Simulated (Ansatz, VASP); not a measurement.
# ZnS in VASP and in Ansatz

```
Zn S
1.0
     3.81100    0.00000    0.00000
    -1.90550    3.30042    0.00000
     0.00000    0.00000    6.23400
Zn S
2 2
Direct
  0.26773 0.66667 0.00000
  0.60107 0.33333 0.50000
  0.33333 0.66667 0.38500
  0.66667 0.33333 0.88500
```

Change from the starting cell: all Zn atoms moved -0.250 Å, as atom 1 along Cartesian [1 0 0].

Alike in both runs: task single point; functional LDA; k mesh 12 × 12 × 6; occupations gaussian, width 0.05 eV; no spin polarisation.

|  | VASP | Ansatz |
| --- | --- | --- |
| version | VASP 6.6.1 | Ansatz 0.2.0 |
| potentials or method | VASP PAW LDA potentials, release 64 (Zn, S), cutoff 520 eV | scalar-relativistic, plane waves, PAW |
| valence electrons in the cell | 36 | 36 |

|  | VASP | Ansatz | Ansatz less VASP |
| --- | --- | --- | --- |
| gap on the k mesh at the Fermi level (eV) | 1.95 | 1.91 | -0.032 |
| least direct gap on the mesh (eV) | 1.95 | 1.91 | -0.032 |
| pressure (GPa) | -1.2 | -1.4 | -0.25 |
| traceless stress, the component that is largest in VASP (GPa) | 3.74 | 3.68 | -0.063 |
| rms of the force components (eV/Å) | 1.176 | 1.165 | -0.0107 |

LDA's correlation is that of Perdew and Zunger in VASP and of Perdew and Wang (1992) in Ansatz. Atom by atom the forces differ by 0.011 eV/Å (rms over components).
